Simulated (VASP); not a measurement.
# S (P4/mmm) in VASP: relaxation of cell and atoms with PBE

Aim: the relaxation of cell and atoms of S with PBE.

Everything below comes from runs of VASP 6.6.1. Logs are shortened: lines on timing, memory, paths and dates and some standing lists are left out, and cuts for length are marked.

## Step 1: The cell of the first run

Symmetry: P4/mmm, No. 123, tetragonal system. The conventional cell has a = 2.360 Å, b = 2.360 Å, c = 4.591 Å, α = 90.00°, β = 90.00°, γ = 90.00°. S (site symmetry 4/mmm) has 4 S at 2.36 Å within 3.1 Å.

## Step 2: Relaxation of cell and atoms, PBE

Contents of INCAR:

```
ALGO = Normal
EDIFF = 1E-7
EDIFFG = -0.01
ENCUT = 600
GGA = PE
IBRION = 2
ISIF = 3
ISMEAR = 0
LASPH = T
LCHARG = F
LREAL = F
LWAVE = F
NELM = 60
NSW = 100
PREC = Accurate
SIGMA = 0.1
```

Contents of KPOINTS:

```
k-points
0
Gamma
  24 24 12
```

Contents of POSCAR:

```
S
1.0
    2.3603386113      0.0000000000      0.0000000000
    0.0000000000      2.3603386113      0.0000000000
    0.0000000000      0.0000000000      4.5906578722
S
1
Direct
    0.0000000000      0.0000000000      0.0000000000
```

Potentials or basis: VASP PAW PBE potentials, release 64 (S).

Started as:

```sh
$ cat potpaw_PBE.64/S/POTCAR > POTCAR
$ mpirun -np 1 vasp_std > vasp.out
```

OUTCAR:

```text
EDIFF = 1E-7
   EDIFFG = -0.01
   ENCUT = 600
   GGA = PE
   IBRION = 2
   ISIF = 3
   ISMEAR = 0
   LASPH = T
   LREAL = F
   NELM = 60
   NSW = 100
   PREC = Accurate

 ion  position               nearest neighbor table
   1  0.000  0.000  0.000-

  LATTYP: Found a simple tetragonal cell.
 ALAT       =     2.3603386113
 C/A-ratio  =     1.9449149585

  Lattice vectors:

 A1 = (   2.3603386113,   0.0000000000,   0.0000000000)
 A2 = (   0.0000000000,   2.3603386113,   0.0000000000)
 A3 = (   0.0000000000,   0.0000000000,   4.5906578722)

Analysis of symmetry for initial positions (statically):
=====================================================================
 Subroutine PRICEL returns:
 Original cell was already a primitive cell.

 Routine SETGRP: Setting up the symmetry group for a
 simple tetragonal supercell.

 Subroutine GETGRP returns: Found 16 space group operations
 (whereof 16 operations were pure point group operations)
 out of a pool of 16 trial point group operations.

The static configuration has the point symmetry D_4h.

Analysis of symmetry for dynamics (positions and initial velocities):
=====================================================================
 Subroutine PRICEL returns:
 Original cell was already a primitive cell.

 Routine SETGRP: Setting up the symmetry group for a
 simple tetragonal supercell.

 Subroutine GETGRP returns: Found 16 space group operations
 (whereof 16 operations were pure point group operations)
 out of a pool of 16 trial point group operations.

The dynamic configuration has the point symmetry D_4h.

 Subroutine INISYM returns: Found 16 space group operations
 (whereof 16 operations are pure point group operations),
 and found     1 'primitive' translations

----------------------------------------------------------------------------------------

                                     Primitive cell

  volume of cell :      25.5755

  direct lattice vectors                    reciprocal lattice vectors
     2.360338611  0.000000000  0.000000000     0.423668026  0.000000000  0.000000000
     0.000000000  2.360338611  0.000000000     0.000000000  0.423668026  0.000000000
     0.000000000  0.000000000  4.590657872     0.000000000  0.000000000  0.217833702

  length of vectors
     2.360338611  2.360338611  4.590657872     0.423668026  0.423668026  0.217833702

  position of ions in fractional coordinates (direct lattice)
     0.000000000  0.000000000  0.000000000

  ion indices of the primitive-cell ions
   primitive index   ion index
                 1           1

----------------------------------------------------------------------------------------

 KPOINTS: k-points

Automatic generation of k-mesh.
 Grid dimensions read from file:
 generate k-points for:   24   24   12

 Generating k-lattice:

  Cartesian coordinates                     Fractional coordinates (reciprocal lattice)
     0.017652834  0.000000000  0.000000000     0.041666667  0.000000000  0.000000000
     0.000000000  0.017652834  0.000000000     0.000000000  0.041666667  0.000000000
     0.000000000  0.000000000  0.018152809     0.000000000  0.000000000  0.083333333

  Length of vectors
     0.017652834  0.017652834  0.018152809

  Shift w.r.t. Gamma in fractional coordinates (k-lattice)
     0.000000000  0.000000000  0.000000000

 Subroutine IBZKPT returns following result:
 ===========================================

 Found    637 irreducible k-points:

 Following reciprocal coordinates:
            Coordinates               Weight
  0.000000  0.000000  0.000000      1.000000
  0.041667  0.000000  0.000000      4.000000
  0.083333  0.000000  0.000000      4.000000
  0.125000  0.000000  0.000000      4.000000
  0.166667  0.000000  0.000000      4.000000
  0.208333  0.000000  0.000000      4.000000
[... 16 lines left out ...]
  0.416667  0.041667  0.000000      8.000000
  0.458333  0.041667  0.000000      8.000000
 [... further k-points ...]
   k-points           NKPTS =    637   k-points in BZ     NKDIM =    637   number of bands    NBANDS=      7
   number of dos      NEDOS =    301   number of ions     NIONS =      1
   total plane-waves  NPLWV =  16000
   dimension x,y,z NGX =    20 NGY =   20 NGZ =   40
   dimension x,y,z NGXF=    40 NGYF=   40 NGZF=   80
   ions per type =               1
   NGX,Y,Z   is equivalent  to a cutoff of  14.09, 14.09, 14.49 a.u.
   NGXF,Y,Z  is equivalent  to a cutoff of  28.17, 28.17, 28.97 a.u.
 SYSTEM =  unknown system
   PREC   = accura    normal or accurate (medium, high low for compatibility)
   ISTART =      0    job   : 0-new  1-cont  2-samecut
   ICHARG =      2    charge: 1-file 2-atom 10-const
   ISPIN  =      1    spin polarized calculation?
   LNONCOLLINEAR =      F non collinear calculations
   LSORBIT =      F    spin-orbit coupling
   LASPH  =      T    aspherical Exc in radial PAW
   ENCUT  =  600.0 eV  44.10 Ry    6.64 a.u.   4.71  4.71  9.17*2*pi/ulx,y,z
   NELM   =     60;   NELMIN=  2; NELMDL= -5     # of ELM steps
   EDIFF  = 0.1E-06   stopping-criterion for ELM
   LREAL  =      F    real-space projection
   EDIFFG = -.1E-01   stopping-criterion for IOM
   NSW    =    100    number of steps for IOM
   IBRION =      2    ionic relax: 0-MD 1-quasi-New 2-CG
   NFREE  =      1    steps in history (QN), initial steepest desc. (CG)
   ISIF   =      3    stress and relaxation
   ISYM   =      2    0-nonsym 1-usesym 2-fastsym
   POTIM  = 0.5000    time-step for ionic-motion
   TEBEG  =    0.0;   TEEND  =   0.0 temperature during run
   PSTRESS=    0.0 pullay stress
   NELECT =       6.0000    total number of electrons
   NUPDOWN=      -1.0000    fix difference up-down
   EMIN   =  10.00;   EMAX   =-10.00  energy-range for DOS
   EFERMI =   0.00;   METHOD = LEGACY
   ISMEAR =     0;   SIGMA  =   0.10  broadening in eV -4-tet -1-fermi 0-gaus
   EFERMI_NEDOS =   21; number of points for ismear=-14 and -15
   IALGO  =     38    algorithm
   IMIX   =      4    mixing-type and parameters
     AMIX     =   0.40;   BMIX     =  1.00
     AMIX_MAG =   1.60;   BMIX_MAG =  1.00
  volume/ion in A,a.u.               =      25.58       172.59
  Fermi-wavevector in a.u.,A,eV,Ry     =   1.009681  1.908020 13.870530  1.019455
  Thomas-Fermi vector in A             =   2.142624
   LORBIT       =      0    0 simple, 1 ext, 2 COOP (PROOUT), +10 PAW based schemes
   GGA     = PE    functional components
   LHFCALC =     F    Hartree Fock is set to
   AEXX    =    0.0000 exact exchange contribution
   IVDW    =     0    specifies the selected vdW correction
   LEPSILON=     F    determine dielectric tensor
   LRPA    =     F    only Hartree local field effects (RPA)
 conjugate gradient relaxation of ions
 non-spin polarized calculation
 Gauss-broadening in eV      SIGMA  =   0.10
  energy-cutoff  :      600.00
  volume of cell :       25.58
 maximum number of plane-waves:       870
 NGX is ok and might be reduce to    20
   NGX =  9   NGY =  9   NGZ = 19

--------------------------------------- Ionic step        1  -------------------------------------------

 number of electron       6.0000000 magnetization

 Free energy of the ion-electron system (eV)
  ---------------------------------------------------
  ext. energy  EPLUGINS =         0.00000000
  ---------------------------------------------------
  free energy    TOTEN  =        -3.64282519 eV

  energy without entropy =       -3.64061302  energy(sigma->0) =       -3.64171910

------------------------ aborting loop because EDIFF is reached ----------------------------------------

  FORCE on cell =-STRESS in cart. coord.  units (eV):
  Direction    XX          YY          ZZ          XY          YZ          ZX
  --------------------------------------------------------------------------------------
  -------------------------------------------------------------------------------------
  Total        0.0504608      0.0504608     -0.0065895      0.0000000      0.0000000     -0.0000000
  in kB        3.1611231      3.1611231     -0.4127990      0.0000000      0.0000000     -0.0000000
  external PRESSURE =       1.9698157 kB  Pullay stress =       0.0000000 kB

 VOLUME and BASIS-vectors are now :
 -----------------------------------------------------------------------------
  energy-cutoff  :      600.00
  volume of cell :       25.58
      direct lattice vectors                 reciprocal lattice vectors
     2.360338611  0.000000000  0.000000000     0.423668026  0.000000000  0.000000000
     0.000000000  2.360338611  0.000000000     0.000000000  0.423668026  0.000000000
     0.000000000  0.000000000  4.590657872     0.000000000  0.000000000  0.217833702
[... 36 lines left out ...]
 POSITION                                       TOTAL-FORCE (eV/Angst)
 -----------------------------------------------------------------------------------
      0.00000      0.00000      0.00000        -0.000000      0.000000      0.000000
 -----------------------------------------------------------------------------------
    total drift:                                0.000000      0.000000     -0.000000

  FREE ENERGIE OF THE ION-ELECTRON SYSTEM (eV)
  ---------------------------------------------------
  free  energy   TOTEN  =        -3.6428430837 eV

  energy  without entropy=       -3.6406865049  energy(sigma->0) =       -3.64176479

--------------------------------------- Ionic step        3  -------------------------------------------

 number of electron       6.0000000 magnetization

 Free energy of the ion-electron system (eV)
  ---------------------------------------------------
  ext. energy  EPLUGINS =         0.00000000
  ---------------------------------------------------
  free energy    TOTEN  =        -3.64289140 eV

  energy without entropy =       -3.64071106  energy(sigma->0) =       -3.64180123

 E-fermi :   2.4598     XC(G=0):  -8.0538

 val. band max:        2.4552645121   @ k =   0.3750   0.3750   0.4167
 cond. band min:       2.4673163789   @ k =   0.4167   0.3333   0.3333
 fundamental gap:      0.0120518668
 Fermi energy:         2.4597725411

 k-point     1 :       0.0000    0.0000    0.0000
  band No.  band energies     occupation
      1     -14.2680      2.00000
      2      -2.1447      2.00000
      3       5.9966      0.00000
      4       6.9839      0.00000
      5       6.9839      0.00000
      6      11.2082      0.00000
      7      15.9862      0.00000

 k-point     2 :       0.0417    0.0000    0.0000
  band No.  band energies     occupation
      1     -14.2276      2.00000
      2      -2.1083      2.00000
      3       6.0326      0.00000
      4       6.4840      0.00000
      5       7.0120      0.00000
      6      11.6103      0.00000
      7      16.1605      0.00000
[... 201 lines left out ...]
 k-point    23 :       0.4167    0.0417    0.0000
  band No.  band energies     occupation
      1     -10.6602      2.00000
      2      -4.6977      2.00000
      3       0.7988      2.00000
      4       8.6352      0.00000
      5       9.3838      0.00000
      6      10.4819      0.00000
      7      14.7423      0.00000

 k-point    24 :       0.4583    0.0417    0.0000
  band No.  band energies     occupation
      1     -10.2216      2.00000
      2      -5.3624      2.00000
      3       1.0712      2.00000
      4       8.8012      0.00000
      5       8.8672      0.00000
      6      11.2888      0.00000
      7      13.8397      0.00000

 [... further k-points ...]

------------------------ aborting loop because EDIFF is reached ----------------------------------------

  FORCE on cell =-STRESS in cart. coord.  units (eV):
  Direction    XX          YY          ZZ          XY          YZ          ZX
  --------------------------------------------------------------------------------------
  -------------------------------------------------------------------------------------
  Total        0.0000375      0.0000375     -0.0061883      0.0000000      0.0000000      0.0000000
  in kB        0.0023454      0.0023454     -0.3867196      0.0000000      0.0000000      0.0000000
  external PRESSURE =      -0.1273429 kB  Pullay stress =       0.0000000 kB

 VOLUME and BASIS-vectors are now :
 -----------------------------------------------------------------------------
  energy-cutoff  :      600.00
  volume of cell :       25.64
      direct lattice vectors                 reciprocal lattice vectors
     2.363423750  0.000000000 -0.000000000     0.423114983 -0.000000000 -0.000000000
     0.000000000  2.363423750 -0.000000000     0.000000000  0.423114983  0.000000000
     0.000000000  0.000000000  4.589874312     0.000000000  0.000000000  0.217870890

 POSITION                                       TOTAL-FORCE (eV/Angst)
 -----------------------------------------------------------------------------------
      0.00000      0.00000      0.00000        -0.000000      0.000000      0.000000
 -----------------------------------------------------------------------------------
    total drift:                                0.000000     -0.000000     -0.000000

  FREE ENERGIE OF THE ION-ELECTRON SYSTEM (eV)
  ---------------------------------------------------
  free  energy   TOTEN  =        -3.6428914044 eV

  energy  without entropy=       -3.6407110550  energy(sigma->0) =       -3.64180123

 reached required accuracy - stopping structural energy minimisation
```

It took 5.1 min on 1 thread of Intel Xeon 8259CL, shared host; peak memory 0.21 GiB.

What came out:

| Quantity | Value |
| --- | --- |
| Free energy | -3.6429 eV |
| Relaxed volume | 25.64 Å³/atom |
| Relaxed cell | a = 2.363 Å, b = 2.363 Å, c = 4.590 Å, α = 90.00°, β = 90.00°, γ = 90.00° |
| Space group after relaxing (to 0.1 Å) | P4/mmm (No. 123) |
| Energy gained by relaxing | 0.1 meV/atom |
| Ionic steps | 3 |
| Pressure after relaxing | 0.0 GPa |
| Band gap on the k mesh | zero (bands 3 and 4 overlap by 6.00 eV) |

Final structure:
```yaml
crystal:
  lattice:
    - [2.36342, 0.00000, 0.00000]
    - [0.00000, 2.36342, 0.00000]
    - [0.00000, 0.00000, 4.58987]
  atoms:
    - { symbol: S, position: [0.00000, 0.00000, 0.00000] }
```
